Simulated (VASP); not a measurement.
TaVN2:

```xyz
4
Lattice="3.0900 0.0000 0.0000 0.0000 3.0900 0.0000 0.0000 0.0000 4.3526" Properties=species:S:1:pos:R:3 pbc="T T T"
Ta    0.0000    0.0000    0.0000
V     1.5450    1.5450    2.1763
N     1.5450    1.5450    0.0000
N     0.0000    0.0000    2.1763
```

This cell differs from its parent crystal: volume scaled by 1.04.

Base run:

* Program: VASP 6.6.1
* Functional: r2SCAN
* Potentials or basis: VASP PAW PBE potentials, release 64 (Ta_pv, V_sv, N)
* Cutoff: 660 eV
* k mesh: 9 × 9 × 6
* Occupations: fermi-dirac, width 0.05 eV
* Spin: collinear spin, ferromagnetic start
* Starting moments: [0.0, 2.0, 0.0, 0.0] μB

Its results: pressure -8.2 GPa; net moment 2.13 μB per cell; site moments Ta -0.11; V +2.02; N +0.02, +0.04 μB.

**Question.** The run is repeated on the same cell with these changes: functional from r2SCAN to PBE; cutoff from 660 eV to 520 eV. What comes out?

**Answer.** Pressure -10.6 GPa; net moment 1.33 μB per cell; site moments Ta -0.07; V +1.27; N +0.02 μB.

Caveats: the PAW data sets were made with another functional, which shifts forces and pressure a little (some runs).
